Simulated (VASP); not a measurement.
Si, 2 atoms in the cell. Symmetry: Fd-3m, No. 227, cubic system. Conventional cell: a = 5.403 Å, b = 5.403 Å, c = 5.403 Å, α = 90.00°, β = 90.00°, γ = 90.00°. Si (site symmetry -43m) has 4 Si at 2.34 Å within 3.1 Å. 

```yaml
Program: VASP 6.6.1
Task: single point
Functional: LDA
Potentials_or_basis: VASP PAW LDA potentials, release 64 (Si)
Cutoff: 520 eV
k_mesh: 10 × 10 × 10
Occupations: methfessel-paxton, width 0.01 eV
Spin: no spin polarisation
Dipole_correction: no
Further_INCAR_settings: ALGO = Normal; EDIFF = 1e-07; NBANDS = 11
```

Potentials or basis: VASP PAW LDA potentials, release 64 (Si).

The run is started by

```bash
$ cat potpaw_LDA.64/Si/POTCAR > POTCAR
$ mpirun -np 1 vasp_std > vasp.out
```

Hardware: 1 thread of AMD EPYC 7R13 (shared host).

Q: How long does it take, and how much memory?

A: Run time: 29 s on 1 thread of AMD EPYC 7R13, with other jobs on the host, peak memory 0.11 GiB. Counts: scf iterations 12, k points 47.
